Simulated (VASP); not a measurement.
# ZnO (P6_3mc) in VASP: notebook

The runs below take ZnO through single point, with PBE.

Program: VASP 6.6.1. These are calculated values, not measurements. Logs are shortened: lines on timing, memory, paths and dates and some standing lists are left out, and cuts for length are marked.

### Step 1. The cell of the first run

The structure is hexagonal, space group P6_3mc (No. 186). The conventional cell has a = 3.279 Å, b = 3.279 Å, c = 5.293 Å, α = 90.00°, β = 90.00°, γ = 120.00°. Within 2.6 Å of Zn (site symmetry 3m) lie 4 O at 2.00 to 2.01 Å. Within 2.6 Å of O (site symmetry 3m) lie 4 Zn at 2.00 to 2.01 Å.

### Step 2. Single point, PBE

The input, INCAR:

```
SYSTEM = ZnO
PREC     = Accurate       ! precision mode
ENCUT    = 520            ! plane-wave cutoff, eV
EDIFF    = 1E-6           ! SCF threshold, eV
ISMEAR   = 0              ! smearing method
SIGMA    = 0.02           ! smearing width, eV
LREAL    = .False.        ! projectors in reciprocal space
LASPH    = .True.         ! aspherical terms in the spheres
NELM     = 80             ! most SCF steps
ALGO     = Normal         ! electronic algorithm
ISIF     = 2              ! what is computed and relaxed
LWAVE    = .False.        ! write WAVECAR
LCHARG   = .False.        ! write CHGCAR
GGA      = PE             ! functional
NBANDS   = 26             ! bands
```

The input, KPOINTS:

```
Automatic mesh
0
Gamma
  12 12 6
  0 0 0
```

The input, POSCAR:

```
ZnO
1.0
    3.2793907598      0.0000000000      0.0000000000
   -1.6396953799      2.8400357070      0.0000000000
    0.0000000000      0.0000000000      5.2932332133
Zn O
2 2
Direct
    0.6666666667      0.3333333333      0.5006044102
    0.3333333333      0.6666666667      0.0006044102
    0.6666666667      0.3333333333      0.8797055898
    0.3333333333      0.6666666667      0.3797055898
```

Potentials or basis: VASP PAW PBE potentials, release 64 (Zn, O).

The run is started by

```
$ cat potpaw_PBE.64/Zn/POTCAR potpaw_PBE.64/O/POTCAR > POTCAR
$ mpirun -np 1 vasp_std > vasp.out
```

OUTCAR:

```text
SYSTEM = ZnO
   PREC = Accurate
   ENCUT = 520
   EDIFF = 1E-6
   ISMEAR = 0
   LREAL = .False.
   LASPH = .True.
   NELM = 80
   ISIF = 2
   GGA = PE

 ion  position               nearest neighbor table
   1  0.667  0.333  0.501-   4 2.00   4 2.00   4 2.00   3 2.01
   2  0.333  0.667  0.001-   3 2.00   3 2.00   3 2.00   4 2.01
   3  0.667  0.333  0.880-   2 2.00   2 2.00   2 2.00   1 2.01
   4  0.333  0.667  0.380-   1 2.00   1 2.00   1 2.00   2 2.01

  LATTYP: Found a hexagonal cell.
 ALAT       =     3.2793907598
 C/A-ratio  =     1.6140904214

  Lattice vectors:

 A1 = (   3.2793907598,   0.0000000000,   0.0000000000)
 A2 = (  -1.6396953799,   2.8400357070,   0.0000000000)
 A3 = (   0.0000000000,   0.0000000000,   5.2932332133)

Analysis of symmetry for initial positions (statically):
=====================================================================
 Subroutine PRICEL returns:
 Original cell was already a primitive cell.

 Routine SETGRP: Setting up the symmetry group for a
 hexagonal supercell.

 Subroutine GETGRP returns: Found 12 space group operations
 (whereof  6 operations were pure point group operations)
 out of a pool of 24 trial point group operations.

The static configuration has the point symmetry C_3v.
 The point group associated with its full space group is C_6v.

Analysis of symmetry for dynamics (positions and initial velocities):
=====================================================================
 Subroutine PRICEL returns:
 Original cell was already a primitive cell.

 Routine SETGRP: Setting up the symmetry group for a
 hexagonal supercell.

 Subroutine GETGRP returns: Found 12 space group operations
 (whereof  6 operations were pure point group operations)
 out of a pool of 24 trial point group operations.

The dynamic configuration has the point symmetry C_3v.
 The point group associated with its full space group is C_6v.

 Subroutine INISYM returns: Found 12 space group operations
 (whereof  6 operations are pure point group operations),
 and found     1 'primitive' translations

----------------------------------------------------------------------------------------

                                     Primitive cell

  volume of cell :      49.2990

  direct lattice vectors                    reciprocal lattice vectors
     3.279390760  0.000000000  0.000000000     0.304934689  0.176054125  0.000000000
    -1.639695380  2.840035707  0.000000000     0.000000000  0.352108249  0.000000000
     0.000000000  0.000000000  5.293233213     0.000000000  0.000000000  0.188920450

  length of vectors
     3.279390760  3.279390760  5.293233213     0.352108249  0.352108249  0.188920450

  position of ions in fractional coordinates (direct lattice)
     0.666666667  0.333333333  0.500604410
     0.333333333  0.666666667  0.000604410
     0.666666667  0.333333333  0.879705590
     0.333333333  0.666666667  0.379705590

  ion indices of the primitive-cell ions
   primitive index   ion index
                 1           1
                 2           2
                 3           3
                 4           4

----------------------------------------------------------------------------------------

 KPOINTS: Automatic mesh

Automatic generation of k-mesh.
 Grid dimensions read from file:
 generate k-points for:   12   12    6

 Generating k-lattice:

  Cartesian coordinates                     Fractional coordinates (reciprocal lattice)
     0.025411224  0.014671177  0.000000000     0.083333333  0.000000000  0.000000000
     0.000000000  0.029342354  0.000000000     0.000000000  0.083333333  0.000000000
     0.000000000  0.000000000  0.031486742     0.000000000  0.000000000  0.166666667

  Length of vectors
     0.029342354  0.029342354  0.031486742

  Shift w.r.t. Gamma in fractional coordinates (k-lattice)
     0.000000000  0.000000000  0.000000000

 Subroutine IBZKPT returns following result:
 ===========================================

 Found     76 irreducible k-points:

 Following reciprocal coordinates:
            Coordinates               Weight
  0.000000  0.000000  0.000000      1.000000
  0.083333 -0.000000  0.000000      6.000000
  0.166667  0.000000  0.000000      6.000000
  0.250000  0.000000  0.000000      6.000000
  0.333333  0.000000  0.000000      6.000000
  0.416667  0.000000  0.000000      6.000000
[... 16 lines left out ...]
  0.250000  0.000000  0.166667     12.000000
  0.333333  0.000000  0.166667     12.000000
 [... further k-points ...]
   k-points           NKPTS =     76   k-points in BZ     NKDIM =     76   number of bands    NBANDS=     26
   number of dos      NEDOS =    301   number of ions     NIONS =      4
   total plane-waves  NPLWV =  23040
   dimension x,y,z NGX =    24 NGY =   24 NGZ =   40
   dimension x,y,z NGXF=    48 NGYF=   48 NGZF=   80
   ions per type =               2   2
   NGX,Y,Z   is equivalent  to a cutoff of  12.17, 12.17, 12.56 a.u.
   NGXF,Y,Z  is equivalent  to a cutoff of  24.33, 24.33, 25.13 a.u.
 SYSTEM =  ZnO
   PREC   = accura    normal or accurate (medium, high low for compatibility)
   ISTART =      0    job   : 0-new  1-cont  2-samecut
   ICHARG =      2    charge: 1-file 2-atom 10-const
   ISPIN  =      1    spin polarized calculation?
   LNONCOLLINEAR =      F non collinear calculations
   LSORBIT =      F    spin-orbit coupling
   LASPH  =      T    aspherical Exc in radial PAW
   ENCUT  =  520.0 eV  38.22 Ry    6.18 a.u.   6.10  6.10  9.84*2*pi/ulx,y,z
   NELM   =     80;   NELMIN=  2; NELMDL= -5     # of ELM steps
   EDIFF  = 0.1E-05   stopping-criterion for ELM
   LREAL  =      F    real-space projection
[... 7 lines left out ...]
   TEBEG  =    0.0;   TEEND  =   0.0 temperature during run
   PSTRESS=    0.0 pullay stress
   NELECT =      36.0000    total number of electrons
   NUPDOWN=      -1.0000    fix difference up-down
   EMIN   =  10.00;   EMAX   =-10.00  energy-range for DOS
   EFERMI =   0.00;   METHOD = LEGACY
   ISMEAR =     0;   SIGMA  =   0.02  broadening in eV -4-tet -1-fermi 0-gaus
   EFERMI_NEDOS =   21; number of points for ismear=-14 and -15
   IALGO  =     38    algorithm
   IMIX   =      4    mixing-type and parameters
     AMIX     =   0.40;   BMIX     =  1.00
     AMIX_MAG =   1.60;   BMIX_MAG =  1.00
  volume/ion in A,a.u.               =      12.32        83.17
  Fermi-wavevector in a.u.,A,eV,Ry     =   1.474222  2.785876 29.569972  2.173332
  Thomas-Fermi vector in A             =   2.589020
   LORBIT       =      0    0 simple, 1 ext, 2 COOP (PROOUT), +10 PAW based schemes
   GGA     = PE    functional components
   LHFCALC =     F    Hartree Fock is set to
   AEXX    =    0.0000 exact exchange contribution
   IVDW    =     0    specifies the selected vdW correction
   LEPSILON=     F    determine dielectric tensor
   LRPA    =     F    only Hartree local field effects (RPA)
 non-spin polarized calculation
 Gauss-broadening in eV      SIGMA  =   0.02
  energy-cutoff  :      520.00
  volume of cell :       49.30
 maximum number of plane-waves:      1350
   NGX = 13   NGY = 13   NGZ = 19

 number of electron      36.0000039 magnetization

 Free energy of the ion-electron system (eV)
  ---------------------------------------------------
  ext. energy  EPLUGINS =         0.00000000
  ---------------------------------------------------
  free energy    TOTEN  =       -17.86095712 eV

  energy without entropy =      -17.86095712  energy(sigma->0) =      -17.86095712

 E-fermi :   1.0061     XC(G=0): -10.7259

 val. band max:        0.8957560226   @ k =   0.0000   0.0000   0.0000
 cond. band min:       1.6236966051   @ k =   0.0000   0.0000   0.0000
 fundamental gap:      0.7279405825
 Fermi energy:         1.0061106537

 k-point     1 :       0.0000    0.0000    0.0000
  band No.  band energies     occupation
      1     -16.9231      2.00000
      2     -16.2556      2.00000
      3      -4.6417      2.00000
      4      -4.6417      2.00000
      5      -4.6019      2.00000
      6      -4.4875      2.00000
[... 18 lines left out ...]
     25      14.8279      0.00000
     26      14.8279      0.00000

 k-point     2 :       0.0833   -0.0000    0.0000
  band No.  band energies     occupation
      1     -16.8873      2.00000
      2     -16.2396      2.00000
      3      -4.6819      2.00000
      4      -4.6205      2.00000
      5      -4.5775      2.00000
      6      -4.4695      2.00000
[... 18 lines left out ...]
     25      14.7567      0.00000
     26      14.9128      0.00000

 k-point     3 :       0.1667    0.0000    0.0000
  band No.  band energies     occupation
      1     -16.7864      2.00000
      2     -16.1969      2.00000
      3      -4.7734      2.00000
      4      -4.5648      2.00000
      5      -4.5410      2.00000
      6      -4.4588      2.00000
[... 18 lines left out ...]
     25      14.7265      0.00000
     26      14.9969      0.00000

 k-point     4 :       0.2500    0.0000    0.0000
  band No.  band energies     occupation
      1     -16.6403      2.00000
      2     -16.1429      2.00000
      3      -4.8646      2.00000
      4      -4.5496      2.00000
      5      -4.4966      2.00000
      6      -4.3728      2.00000
[... 18 lines left out ...]
     25      14.0585      0.00000
     26      14.8615      0.00000
[... 496 lines left out ...]
      1     -16.7481      2.00000
      2     -16.2375      2.00000
      3      -4.8014      2.00000
      4      -4.6121      2.00000
      5      -4.5553      2.00000
      6      -4.5017      2.00000
[... 18 lines left out ...]
     25      13.9287      0.00000
     26      14.8019      0.00000

 k-point    23 :       0.2500    0.0000    0.1667
  band No.  band energies     occupation
      1     -16.6072      2.00000
      2     -16.1761      2.00000
      3      -4.8920      2.00000
      4      -4.6329      2.00000
      5      -4.4829      2.00000
      6      -4.3962      2.00000
[... 18 lines left out ...]
     25      14.0613      0.00000
     26      14.7386      0.00000

 k-point    24 :       0.3333    0.0000    0.1667
  band No.  band energies     occupation
      1     -16.4536      2.00000
      2     -16.1228      2.00000
      3      -4.9325      2.00000
      4      -4.6600      2.00000
      5      -4.4218      2.00000
      6      -4.2644      2.00000
[... 18 lines left out ...]
     25      14.1275      0.00000
     26      14.6835      0.00000

 [... further k-points ...]
[... 5 lines left out ...]
  --------------------------------------------------------------------------------------
  -------------------------------------------------------------------------------------
  Total        0.2809591      0.2809591      0.2800779      0.0000000      0.0000000      0.0000000
  in kB        9.1309445      9.1309445      9.1023044      0.0000000      0.0000000      0.0000000
  external PRESSURE =       9.1213978 kB  Pullay stress =       0.0000000 kB

 VOLUME and BASIS-vectors are now :
 -----------------------------------------------------------------------------
  energy-cutoff  :      520.00
  volume of cell :       49.30
      direct lattice vectors                 reciprocal lattice vectors
     3.279390760  0.000000000  0.000000000     0.304934689  0.176054125  0.000000000
    -1.639695380  2.840035707  0.000000000     0.000000000  0.352108249  0.000000000
     0.000000000  0.000000000  5.293233213     0.000000000  0.000000000  0.188920450

 POSITION                                       TOTAL-FORCE (eV/Angst)
 -----------------------------------------------------------------------------------
      1.63970      0.94668      2.64982         0.000000      0.000000      0.001402
     -0.00000      1.89336      0.00320        -0.000000      0.000000      0.001402
      1.63970      0.94668      4.65649        -0.000000     -0.000000     -0.001402
     -0.00000      1.89336      2.00987         0.000000      0.000000     -0.001402
 -----------------------------------------------------------------------------------
    total drift:                               -0.000001     -0.000001     -0.001054

  FREE ENERGIE OF THE ION-ELECTRON SYSTEM (eV)
  ---------------------------------------------------
  free  energy   TOTEN  =       -17.8609571173 eV

  energy  without entropy=      -17.8609571173  energy(sigma->0) =      -17.86095712
```

Run time: 27 s. Hardware: 1 thread of Intel Xeon 6975P-C (Granite Rapids), shared host; peak memory 0.21 GiB.

What came out:

```yaml
Free_energy: -17.8610 eV
Pressure: 0.9 GPa
Band_gap_on_the_k_mesh: 0.73 eV
```

Caveat: semilocal functionals underestimate gaps, and a narrow one can read as zero.

### Step 3. Single point, PBE

This run uses another cell than the first one: it holds 16 atoms, not 4.

The input, INCAR:

```
SYSTEM = ZnO
PREC = Accurate ; ENCUT = 520
EDIFF = 1E-7 ; ISMEAR = 0
SIGMA = 0.01 ; LREAL = Auto
LASPH = .True. ; NELM = 100
ALGO = Normal ; ISIF = 2
LWAVE = .False. ; LCHARG = .False.
GGA = PE ; NBANDS = 86
```

The input, KPOINTS:

```
regular mesh
0
Gamma
  3 3 3
  0 0 0
```

The input, POSCAR:

```
ZnO
1.0
    0.0000000000      0.0000000000     -5.2932332133
   -3.2793907598      5.6800714139      0.0000000000
    6.5587815197      0.0000000000      0.0000000000
Zn O
8 8
Direct
    0.4993955898      0.1666666667      0.3333333333
    0.4993955898      0.6666666667      0.3333333333
    0.4993955898      0.1666666667      0.8333333333
    0.4993955898      0.6666666667      0.8333333333
    0.9993955898      0.3333333333      0.1666666667
    0.9993955898      0.8333333333      0.1666666667
    0.9993955898      0.3333333333      0.6666666667
    0.9993955898      0.8333333333      0.6666666667
    0.1202944102      0.1666666667      0.3333333333
    0.1202944102      0.6666666667      0.3333333333
    0.1202944102      0.1666666667      0.8333333333
    0.1202944102      0.6666666667      0.8333333333
    0.6202944102      0.3333333333      0.1666666667
    0.6202944102      0.8333333333      0.1666666667
    0.6202944102      0.3333333333      0.6666666667
    0.6202944102      0.8333333333      0.6666666667
```

Potentials or basis: VASP PAW PBE potentials, release 64 (Zn, O).

The run is started by

```
$ cat potpaw_PBE.64/Zn/POTCAR potpaw_PBE.64/O/POTCAR > POTCAR
$ mpirun -np 1 vasp_std > vasp.out
```

Run time: 98 s. Hardware: 1 thread of Intel Xeon 6975P-C (Granite Rapids), shared host; peak memory 0.33 GiB.

Results (log left out):

- Free energy: -71.4349 eV
- Pressure: 0.9 GPa
- Band gap on the k mesh: 0.73 eV

Levels at points of the mesh, in eV from the valence-band top:
| k point | band 70 | band 71 | band 72 | band 73 | band 74 | band 75 |
| --- | --- | --- | --- | --- | --- | --- |
| (0.00, 0.00, 0.00) | -0.08 | 0.00 | 0.00 | 0.73 | 5.09 | 5.62 |

Caveat: semilocal functionals underestimate gaps, and a narrow one can read as zero.
